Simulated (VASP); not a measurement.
Runs of VASP 6.6.1 on AlN. The structure is that of space group Fm-3m (No. 225), or close to it. The cells are those of the table. 

```tsv
cell	k mesh	smearing	gap on the mesh (eV)	pressure (GPa)
a = 2.797 Å, angles 60.0°, 2 atoms	8 × 8 × 8	gaussian 0.1 eV	(a)	25.1
a = 2.878 Å, angles 60.0°, 2 atoms	8 × 8 × 8	gaussian 0.1 eV	4.41	-0.4
a = 2.880 Å, angles 120.0, 120.0, 90.0°, 2 atoms	5 × 5 × 5	gaussian 0.15 eV	4.99	-0.9
a = 2.879 Å, angles 60.0°, 2 atoms	5 × 5 × 5	gaussian 0.15 eV	(b)	-0.6
a = 2.878 Å, angles 60.0°, 2 atoms	10 × 10 × 10	gaussian 0.02 eV	4.41	-0.4
```

Alike in all rows: task single point; level PBE; potentials or basis VASP PAW PBE potentials, release 64 (Al, N); no spin polarisation; cutoff (eV) 600.

Problem. Fill in the values left out.

Solution. (a) 5.19; (b) 5.01.

Caveats: some runs use coarse meshes.

A k mesh can miss the band edges.
